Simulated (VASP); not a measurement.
# AlNi (Cmmm) in VASP: notebook

Runs on AlNi. Level: LDA. Tasks: single point.

All numbers are computed with VASP 6.6.1; they aren't measurements. Logs are shortened: lines on timing, memory, paths and dates and some standing lists are left out, and cuts for length are marked.

## (1) The cell of the first run

The structure is orthorhombic, space group Cmmm (No. 65). The conventional cell has a = 3.877 Å, b = 3.906 Å, c = 3.099 Å, α = 90.00°, β = 90.00°, γ = 90.00°. Within 3.3 Å of Al (site symmetry mmm) lie 8 Ni at 2.48 to 2.49 Å and 6 Al at 2.75 to 3.10 Å. Within 3.3 Å of Ni (site symmetry mmm) lie 8 Al at 2.48 to 2.49 Å and 6 Ni at 2.75 to 3.10 Å.

## (2) Single point, LDA, collinear spin, ferromagnetic start

INCAR reads:

```
PREC = Accurate
ENCUT = 520
EDIFF = 1E-6
ISMEAR = -1
SIGMA = 0.15
LREAL = False
LASPH = True
NELM = 150
ALGO = Normal
ISIF = 2
LWAVE = False
LCHARG = False
ISPIN = 2
MAGMOM = 0 1.5
LORBIT = 11
LMAXMIX = 4
NBANDS = 18
```

KPOINTS reads:

```
Automatic mesh
0
Gamma
  12 12 11
```

POSCAR reads:

```
AlNi
1.0
    1.9386940000     -1.9531901500      0.0000000000
    1.9386940000      1.9531901500      0.0000000000
    0.0000000000      0.0000000000      3.0994300400
Al Ni
1 1
Direct
    0.0000000000      0.0000000000      0.0000000000
    0.5000000000      0.5000000000      0.5000000000
```

Potentials or basis: VASP PAW LDA potentials, release 64 (Al, Ni).

The run is started by

```console
$ cat potpaw_LDA.64/Al/POTCAR potpaw_LDA.64/Ni/POTCAR > POTCAR
$ mpirun -np 1 vasp_std > vasp.out
```

OUTCAR:

```text
PREC = Accurate
   ENCUT = 520
   EDIFF = 1E-6
   ISMEAR = -1
   LREAL = False
   LASPH = True
   NELM = 150
   ISIF = 2
   ISPIN = 2
   LORBIT = 11

 ion  position               nearest neighbor table
   1  0.000  0.000  0.000-   2 2.48   2 2.48   2 2.48   2 2.48   2 2.49   2 2.49   2 2.49   2 2.49

   2  0.500  0.500  0.500-   1 2.48   1 2.48   1 2.48   1 2.48   1 2.49   1 2.49   1 2.49   1 2.49

  LATTYP: Found a base centered orthorhombic cell.
 ALAT       =     3.8773880000
 B/A-ratio  =     1.0074772759
 C/A-ratio  =     0.7993603013

  Lattice vectors:

 A1 = (   1.9386940000,  -1.9531901500,   0.0000000000)
 A2 = (   1.9386940000,   1.9531901500,   0.0000000000)
 A3 = (   0.0000000000,   0.0000000000,   3.0994300400)

Analysis of symmetry for initial positions (statically):
=====================================================================
 Subroutine PRICEL returns:
 Original cell was already a primitive cell.

 Routine SETGRP: Setting up the symmetry group for a
 base centered orthorhombic supercell.

 Subroutine GETGRP returns: Found  8 space group operations
 (whereof  8 operations were pure point group operations)
 out of a pool of  8 trial point group operations.

The static configuration has the point symmetry D_2h.

Analysis of symmetry for dynamics (positions and initial velocities):
=====================================================================
 Subroutine PRICEL returns:
 Original cell was already a primitive cell.

 Routine SETGRP: Setting up the symmetry group for a
 base centered orthorhombic supercell.

 Subroutine GETGRP returns: Found  8 space group operations
 (whereof  8 operations were pure point group operations)
 out of a pool of  8 trial point group operations.

The dynamic configuration has the point symmetry D_2h.

Analysis of structural, dynamic, and magnetic symmetry:
=====================================================================
 Subroutine PRICEL returns:
 Original cell was already a primitive cell.

 Routine SETGRP: Setting up the symmetry group for a
 base centered orthorhombic supercell.

 Subroutine GETGRP returns: Found  8 space group operations
 (whereof  8 operations were pure point group operations)
 out of a pool of  8 trial point group operations.

The overall configuration has the point symmetry D_2h.

 Subroutine INISYM returns: Found  8 space group operations
 (whereof  8 operations are pure point group operations),
 and found     1 'primitive' translations

----------------------------------------------------------------------------------------

                                     Primitive cell

  volume of cell :      23.4728

  direct lattice vectors                    reciprocal lattice vectors
     1.938694000 -1.953190150  0.000000000     0.257905580 -0.255991461  0.000000000
     1.938694000  1.953190150  0.000000000     0.257905580  0.255991461  0.000000000
     0.000000000  0.000000000  3.099430040     0.000000000  0.000000000  0.322639965

  length of vectors
     2.751996764  2.751996764  3.099430040     0.363382603  0.363382603  0.322639965

  position of ions in fractional coordinates (direct lattice)
     0.000000000  0.000000000  0.000000000
     0.500000000  0.500000000  0.500000000

  ion indices of the primitive-cell ions
   primitive index   ion index
                 1           1
                 2           2

----------------------------------------------------------------------------------------

 KPOINTS: Automatic mesh

Automatic generation of k-mesh.
 Grid dimensions read from file:
 generate k-points for:   12   12   11

 Generating k-lattice:

  Cartesian coordinates                     Fractional coordinates (reciprocal lattice)
     0.021492132 -0.021332622  0.000000000     0.083333333  0.000000000  0.000000000
     0.021492132  0.021332622  0.000000000     0.000000000  0.083333333  0.000000000
     0.000000000  0.000000000  0.029330906     0.000000000  0.000000000  0.090909091

  Length of vectors
     0.030281884  0.030281884  0.029330906

  Shift w.r.t. Gamma in fractional coordinates (k-lattice)
     0.000000000  0.000000000  0.000000000

 Subroutine IBZKPT returns following result:
 ===========================================

 Found    258 irreducible k-points:

 Following reciprocal coordinates:
            Coordinates               Weight
  0.000000  0.000000  0.000000      1.000000
  0.083333  0.000000  0.000000      4.000000
  0.166667  0.000000  0.000000      4.000000
  0.250000  0.000000  0.000000      4.000000
  0.333333  0.000000  0.000000      4.000000
  0.416667  0.000000  0.000000      4.000000
[... 16 lines left out ...]
  0.500000  0.166667  0.000000      4.000000
 -0.416667  0.166667  0.000000      4.000000
 [... further k-points ...]
   k-points           NKPTS =    258   k-points in BZ     NKDIM =    258   number of bands    NBANDS=     18
   number of dos      NEDOS =    301   number of ions     NIONS =      2
   total plane-waves  NPLWV =   9600
   dimension x,y,z NGX =    20 NGY =   20 NGZ =   24
   dimension x,y,z NGXF=    40 NGYF=   40 NGZF=   48
   ions per type =               1   1
   NGX,Y,Z   is equivalent  to a cutoff of  12.08, 12.08, 12.87 a.u.
   NGXF,Y,Z  is equivalent  to a cutoff of  24.16, 24.16, 25.75 a.u.
 SYSTEM =  unknown system
   PREC   = accura    normal or accurate (medium, high low for compatibility)
   ISTART =      0    job   : 0-new  1-cont  2-samecut
   ICHARG =      2    charge: 1-file 2-atom 10-const
   ISPIN  =      2    spin polarized calculation?
   LNONCOLLINEAR =      F non collinear calculations
   LSORBIT =      F    spin-orbit coupling
   LASPH  =      T    aspherical Exc in radial PAW
   ENCUT  =  520.0 eV  38.22 Ry    6.18 a.u.   5.12  5.12  5.76*2*pi/ulx,y,z
   NELM   =    150;   NELMIN=  2; NELMDL= -5     # of ELM steps
   EDIFF  = 0.1E-05   stopping-criterion for ELM
   LREAL  =      F    real-space projection
   EDIFFG = 0.1E-04   stopping-criterion for IOM
   NSW    =      0    number of steps for IOM
   IBRION =     -1    ionic relax: 0-MD 1-quasi-New 2-CG
   NFREE  =      0    steps in history (QN), initial steepest desc. (CG)
   ISIF   =      2    stress and relaxation
   ISYM   =      2    0-nonsym 1-usesym 2-fastsym
   POTIM  = 0.5000    time-step for ionic-motion
   TEBEG  =    0.0;   TEEND  =   0.0 temperature during run
   PSTRESS=    0.0 pullay stress
   NELECT =      13.0000    total number of electrons
   NUPDOWN=      -1.0000    fix difference up-down
   EMIN   =  10.00;   EMAX   =-10.00  energy-range for DOS
   EFERMI =   0.00;   METHOD = LEGACY
   ISMEAR =    -1;   SIGMA  =   0.15  broadening in eV -4-tet -1-fermi 0-gaus
   EFERMI_NEDOS =   21; number of points for ismear=-14 and -15
   IALGO  =     38    algorithm
   IMIX   =      4    mixing-type and parameters
     AMIX     =   0.40;   BMIX     =  1.00
     AMIX_MAG =   1.60;   BMIX_MAG =  1.00
  volume/ion in A,a.u.               =      11.74        79.20
  Fermi-wavevector in a.u.,A,eV,Ry     =   1.344417  2.540580 24.591955  1.807458
  Thomas-Fermi vector in A             =   2.472413
   LORBIT       =     11    0 simple, 1 ext, 2 COOP (PROOUT), +10 PAW based schemes
   GGA     = CA    functional components
   LHFCALC =     F    Hartree Fock is set to
   AEXX    =    0.0000 exact exchange contribution
   IVDW    =     0    specifies the selected vdW correction
   LEPSILON=     F    determine dielectric tensor
   LRPA    =     F    only Hartree local field effects (RPA)
 spin polarized calculation
  energy-cutoff  :      520.00
  volume of cell :       23.47
 maximum number of plane-waves:       646
   NGX = 11   NGY = 11   NGZ = 11

 number of electron      13.0000022 magnetization      -0.0015096

 number of electron      13.0000022 magnetization       0.0000409

 Free energy of the ion-electron system (eV)
  ---------------------------------------------------
  ext. energy  EPLUGINS =         0.00000000
  ---------------------------------------------------
  free energy    TOTEN  =       -12.17406894 eV

  energy without entropy =      -12.11202468  energy(sigma->0) =      -12.14304681

 E-fermi :  10.0268     XC(G=0): -12.3915

 val. band max:       10.0091208234   @ k =   0.4167   0.2500   0.1818
 cond. band min:      10.0282683240   @ k =  -0.4167   0.2500   0.1818
 fundamental gap:      0.0191475006
 Fermi energy:        10.0267581503

 spin component 1

 k-point     1 :       0.0000    0.0000    0.0000
  band No.  band energies     occupation
      1      -1.2335      1.00000
      2       6.5551      1.00000
      3       6.6817      1.00000
      4       8.2958      0.99999
      5       8.3158      0.99999
      6       8.6171      0.99992
[... 10 lines left out ...]
     17      33.4053      0.00000
     18      33.4343      0.00000

 k-point     2 :       0.0833    0.0000    0.0000
  band No.  band energies     occupation
      1      -1.0937      1.00000
      2       6.5923      1.00000
      3       6.6956      1.00000
      4       8.2046      0.99999
      5       8.3149      0.99999
      6       8.5621      0.99994
[... 10 lines left out ...]
     17      32.9201      0.00000
     18      33.6561      0.00000

 k-point     3 :       0.1667    0.0000    0.0000
  band No.  band energies     occupation
      1      -0.6776      1.00000
      2       6.6541      1.00000
      3       6.7364      1.00000
      4       7.9600      1.00000
      5       8.3367      0.99999
      6       8.4177      0.99998
[... 412 lines left out ...]
 k-point    23 :       0.5000    0.1667    0.0000
  band No.  band energies     occupation
      1       3.8096      1.00000
      2       3.8550      1.00000
      3       7.2791      1.00000
      4       7.3368      1.00000
      5       7.7984      1.00000
      6       8.1703      1.00000
[... 10 lines left out ...]
     17      33.5223      0.00000
     18      33.5606      0.00000

 k-point    24 :      -0.4167    0.1667    0.0000
  band No.  band energies     occupation
      1       2.5520      1.00000
      2       5.1199      1.00000
      3       7.2711      1.00000
      4       7.3346      1.00000
      5       7.8405      1.00000
      6       8.1590      1.00000
[... 10 lines left out ...]
     17      33.2401      0.00000
     18      33.9087      0.00000

 [... further k-points ...]

 spin component 2

 k-point     1 :       0.0000    0.0000    0.0000
  band No.  band energies     occupation
      1      -1.2335      1.00000
      2       6.5550      1.00000
      3       6.6816      1.00000
      4       8.2957      0.99999
      5       8.3157      0.99999
      6       8.6169      0.99992
[... 10 lines left out ...]
     17      33.4046      0.00000
     18      33.4582      0.00000

 k-point     2 :       0.0833    0.0000    0.0000
  band No.  band energies     occupation
      1      -1.0937      1.00000
      2       6.5923      1.00000
      3       6.6955      1.00000
      4       8.2044      0.99999
      5       8.3148      0.99999
      6       8.5620      0.99994
[... 10 lines left out ...]
     17      32.9200      0.00000
     18      33.6561      0.00000

 k-point     3 :       0.1667    0.0000    0.0000
  band No.  band energies     occupation
      1      -0.6776      1.00000
      2       6.6541      1.00000
      3       6.7363      1.00000
      4       7.9598      1.00000
      5       8.3366      0.99999
      6       8.4175      0.99998
[... 412 lines left out ...]
 k-point    23 :       0.5000    0.1667    0.0000
  band No.  band energies     occupation
      1       3.8096      1.00000
      2       3.8550      1.00000
      3       7.2789      1.00000
      4       7.3367      1.00000
      5       7.7983      1.00000
      6       8.1702      1.00000
[... 10 lines left out ...]
     17      33.5223      0.00000
     18      33.5605      0.00000

 k-point    24 :      -0.4167    0.1667    0.0000
  band No.  band energies     occupation
      1       2.5519      1.00000
      2       5.1199      1.00000
      3       7.2710      1.00000
      4       7.3344      1.00000
      5       7.8403      1.00000
      6       8.1589      1.00000
[... 10 lines left out ...]
     17      33.2401      0.00000
     18      33.9087      0.00000

 [... further k-points ...]
[... 5 lines left out ...]
  --------------------------------------------------------------------------------------
  -------------------------------------------------------------------------------------
  Total       -0.2494658     -0.4722364     -1.2828644      0.0000000      0.0000000      0.0000000
  in kB      -17.0277024    -32.2332712    -87.5640257      0.0000000      0.0000000      0.0000000
  external PRESSURE =     -45.6083331 kB  Pullay stress =       0.0000000 kB

 VOLUME and BASIS-vectors are now :
 -----------------------------------------------------------------------------
  energy-cutoff  :      520.00
  volume of cell :       23.47
      direct lattice vectors                 reciprocal lattice vectors
     1.938694000 -1.953190150  0.000000000     0.257905580 -0.255991461  0.000000000
     1.938694000  1.953190150  0.000000000     0.257905580  0.255991461  0.000000000
     0.000000000  0.000000000  3.099430040     0.000000000  0.000000000  0.322639965

 POSITION                                       TOTAL-FORCE (eV/Angst)
 -----------------------------------------------------------------------------------
      0.00000      0.00000      0.00000        -0.000000      0.000000      0.000000
      1.93869      0.00000      1.54972         0.000000     -0.000000      0.000000
 -----------------------------------------------------------------------------------
    total drift:                                0.000000      0.000000      0.000000

  FREE ENERGIE OF THE ION-ELECTRON SYSTEM (eV)
  ---------------------------------------------------
  free  energy   TOTEN  =       -12.1740689384 eV

  energy  without entropy=      -12.1120246808  energy(sigma->0) =      -12.14304681

 total charge

# of ion       s       p       d       tot
------------------------------------------
    1        0.393   0.429   0.000   0.822
    2        0.490   0.535   8.492   9.518
--------------------------------------------------
tot          0.883   0.964   8.492  10.340

 magnetization (x)

# of ion       s       p       d       tot
------------------------------------------
    1        0.000   0.000   0.000   0.000
    2       -0.000  -0.000  -0.000  -0.000
--------------------------------------------------
tot          0.000  -0.000  -0.000  -0.000
```

Run time: 97 s. Hardware: 1 thread of Intel Xeon Platinum 8488C (Sapphire Rapids), shared host; peak memory 0.26 GiB.

Results:

| Quantity | Value |
| --- | --- |
| Free energy | -12.1741 eV |
| Pressure | -4.6 GPa |
| Net moment | 0.00 μB per cell |
| Valence electrons inside the program's atomic spheres | Al 0.82; Ni 9.52 |

Levels at points of the mesh, in eV from the Fermi level:
Spin up:
```csv
k point,band 5,band 6,band 7,band 8,band 9,band 10
"(0.00, 0.00, 0.00)",-1.71,-1.41,2.90,6.97,7.02,7.21
"(0.50, 0.00, 0.00)",-2.13,-1.60,-0.42,7.75,7.97,9.31
"(0.50, 0.50, 0.00)",-2.41,-2.29,-0.92,2.19,3.25,10.65
```
Spin down:
| k point | band 3 | band 4 | band 5 | band 6 | band 7 | band 8 | band 9 | band 10 | band 11 | band 12 |
| --- | --- | --- | --- | --- | --- | --- | --- | --- | --- | --- |
| (0.00, 0.00, 0.00) | -3.35 | -1.73 | -1.71 | -1.41 | 2.90 | 6.97 | 7.02 | 7.21 | 8.70 | 14.44 |
| (0.50, 0.00, 0.00) | -2.86 | -2.82 | -2.13 | -1.60 | -0.42 | 7.75 | 7.97 | 9.31 | 11.58 | 12.60 |
| (0.50, 0.50, 0.00) | -2.51 | -2.51 | -2.41 | -2.29 | -0.92 | 2.19 | 3.25 | 10.65 | 13.49 | 13.62 |

Caveat: the starting moments collapsed, and a magnetic state may lie lower.

## (3) Single point, LDA, collinear spin, ferromagnetic start

INCAR reads:

```
SYSTEM = AlNi
PREC     = Accurate       ! precision mode
ENCUT    = 520            ! plane-wave cutoff, eV
EDIFF    = 1E-7           ! SCF threshold, eV
ISMEAR   = -1             ! smearing method
SIGMA    = 0.15           ! smearing width, eV
LREAL    = .FALSE.        ! projectors in reciprocal space
LASPH    = .TRUE.         ! aspherical terms in the spheres
NELM     = 150            ! most SCF steps
ALGO     = Normal         ! electronic algorithm
ISIF     = 2              ! what is computed and relaxed
LWAVE    = .FALSE.        ! write WAVECAR
LCHARG   = .FALSE.        ! write CHGCAR
ISPIN    = 2              ! spin polarisation
MAGMOM   = 0 1.5          ! initial moments
LORBIT   = 11             ! projections on sites
LMAXMIX  = 4              ! l up to which the mixer works
GGA      = CA             ! functional
NBANDS   = 18             ! bands
```

KPOINTS reads:

```
Automatic mesh
0
G
  12 12 11
  0 0 0
```

POSCAR is that of step 2.

Potentials or basis: VASP PAW LDA potentials, release 64 (Al, Ni).

The run is started by

```console
$ cat potpaw_LDA.64/Al/POTCAR potpaw_LDA.64/Ni/POTCAR > POTCAR
$ mpirun -np 1 vasp_std > vasp.out
```

It took 96 s on 1 thread of Intel Xeon Platinum 8488C (Sapphire Rapids), shared host; peak memory 0.26 GiB.

The run converged. Its results:

| Item | Value |
| --- | --- |
| Free energy | -12.1741 eV |
| Pressure | -4.6 GPa |
| Net moment | 0.00 μB per cell |
| Valence electrons inside the program's atomic spheres | Al 0.82; Ni 9.52 |

Stress tensor (GPa, compression positive):
```
-1.75  0.00  0.00
 0.00 -3.27  0.00
 0.00  0.00 -8.81
```

Levels at points of the mesh, in eV from the Fermi level:
Spin up:
| k point | band 4 | band 5 | band 6 | band 7 | band 8 | band 9 | band 10 | band 11 |
| --- | --- | --- | --- | --- | --- | --- | --- | --- |
| (0.00, 0.00, 0.00) | -1.73 | -1.71 | -1.41 | 2.90 | 6.97 | 7.02 | 7.21 | 8.70 |
| (0.50, 0.00, 0.00) | -2.82 | -2.13 | -1.60 | -0.42 | 7.75 | 7.97 | 9.31 | 11.58 |
| (0.50, 0.50, 0.00) | -2.51 | -2.41 | -2.29 | -0.92 | 2.19 | 3.25 | 10.65 | 13.49 |
Spin down:
```csv
k point,band 3,band 4,band 5,band 6,band 7,band 8,band 9,band 10,band 11,band 12
"(0.00, 0.00, 0.00)",-3.35,-1.73,-1.71,-1.41,2.90,6.97,7.02,7.21,8.70,14.44
"(0.50, 0.00, 0.00)",-2.86,-2.82,-2.13,-1.60,-0.42,7.75,7.97,9.31,11.58,12.60
"(0.50, 0.50, 0.00)",-2.51,-2.51,-2.41,-2.29,-0.92,2.19,3.25,10.65,13.49,13.62
```

Caveat: the starting moments collapsed, and a magnetic state may lie lower.
